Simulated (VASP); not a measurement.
Set up this calculation in VASP 6.6.1, as the native input.

| Item | Value |
| --- | --- |
| Task | single point |
| Functional | PBE |
| Dispersion | D3(BJ) |
| Potentials or basis | VASP PAW PBE potentials, release 64 (Si) |
| Cutoff | 520 eV |
| k mesh | 1 × 1 × 1 |
| Occupations | gaussian, width 0.02 eV |
| Spin | no spin polarisation |
| Dipole correction | no |
| Further INCAR settings | LREAL = Auto; ALGO = Normal; EDIFF = 1e-06; NBANDS = 163 |

The structure of Si (a cell with a defect) lies in POSCAR:

```
Si
1.0
   10.8600000000      0.0000000000      0.0000000000
    0.0000000000     10.8600000000      0.0000000000
    0.0000000000      0.0000000000     10.8600000000
Si
63
Direct
    0.4999507366      0.0003567219      0.0005766114
    0.6223151934      0.1257905157      0.1274317680
    0.7479941068      0.2492305709      0.0011216390
    0.8749622468      0.3739321363      0.1244055249
    0.7497897790      0.0006601289      0.2495492634
    0.8770961326      0.1266623389      0.3748474217
   -0.0006133517     -0.0017990792     -0.0021836096
    0.1220364641      0.1264740331      0.1258394107
    0.2489662983      0.2501000921      0.0011149171
    0.3706692449      0.3773685083      0.1272278085
    0.5010716390      0.5009719153      0.0002728361
    0.6273592081      0.6242881215      0.1254848987
    0.7512070902      0.7492487109     -0.0016937385
    0.8743087477      0.8747838858      0.1247641805
    0.2473002762      0.0037381215      0.2527703499
    0.3623700737      0.1377890424      0.3778693370
    0.4959804788      0.2523129834      0.2517406077
    0.6248981584      0.3747699816      0.3753701657
    0.7523752302      0.4993489871      0.2517122468
    0.8900729282      0.6109361878      0.3762907919
    0.4952596685      0.0052186004      0.4981898711
    0.6261137201      0.1229249540      0.6237269797
    0.7512364641      0.2493381215      0.4992637201
    0.8857716390      0.3725608656      0.6158370166
    0.7507832413     -0.0029458564      0.7488796501
    0.8719095764      0.1234815838      0.8765789134
   -0.0006905157      0.5002025783     -0.0009023941
    0.1240304788      0.6256227440      0.1244220994
    0.2500142726      0.7524704420      0.0008821363
    0.3731607735      0.8782615101      0.1269666667
    0.0017070902      0.2556435543      0.2516697974
    0.0473352670      0.4569095764      0.4766065378
    0.2435526703      0.5012139042      0.2529680479
    0.3734529466      0.6237590239      0.3761866483
    0.4989371087      0.7492956722      0.2471150092
    0.6240127072      0.8736737569      0.3748622468
    0.0007033149      0.0008379374      0.4999915285
    0.1241728361      0.1247339779      0.6277560773
    0.2303456722      0.2716080110      0.5056538674
    0.3766453039      0.3760958564      0.6287873849
    0.5000583794      0.4998267956      0.5004345304
    0.6272348987      0.6243327808      0.6233916206
    0.7555906998      0.7441368324      0.4972400552
    0.8763775322      0.8721215470      0.6222205341
    0.2511391344     -0.0009330571      0.7509530387
    0.3744662983      0.1248208103      0.8766614180
    0.5012140884      0.2463295580      0.7495122468
    0.6262696133      0.3734965930      0.8729905157
    0.7550909761      0.4981722836      0.7439450276
    0.8757499079      0.6237309392      0.8718830571
   -0.0006246777      0.7495516575      0.2504282689
    0.1248431860      0.8744613260      0.3757975138
    0.1311210866      0.6113309392      0.6152621547
    0.2513823204      0.7500342541      0.5004765193
    0.3758248619      0.8764240331      0.6246386740
   -0.0019395948      0.2479536832      0.7522669429
    0.1249149171      0.3747177716      0.8752431860
    0.2540235727      0.5014088398      0.7547739411
    0.3769204420      0.6286405157      0.8782302026
    0.5015302947      0.7503323204      0.7485697974
    0.6249090239      0.8743517495      0.8753986188
    0.0017034070      0.7405313996      0.7398932781
    0.1231835175      0.8698335175      0.8704978821
```

These files were run (other wordings do the same):

INCAR

```
SYSTEM = Si
PREC = Accurate ; ENCUT = 520
EDIFF = 1E-6 ; ISMEAR = 0
SIGMA = 0.02 ; LREAL = Auto
LASPH = .True. ; NELM = 100
ALGO = Normal ; ISIF = 2
LWAVE = .False. ; LCHARG = .True.
GGA = PE ; IVDW = 12
LELF = .True. ; LVHAR = .True.
NBANDS = 163
```

KPOINTS

```
Automatic mesh
0
Gamma
  1 1 1
  0 0 0
```

Potentials or basis: VASP PAW PBE potentials, release 64 (Si).

Launch:

```bash
$ cat potpaw_PBE.64/Si/POTCAR > POTCAR
$ mpirun -np 1 vasp_gam > vasp.out
```

Results of the run:

The pressure is -0.8 GPa and the largest force is 0.575 eV/Å. The dispersion energy per atom is -0.316 eV.

Caveat: the k points lie up to 0.58 Å⁻¹ apart.

It took 15 min on 1 thread of Intel Xeon 8259CL, on a shared host, peak memory 0.98 GiB.
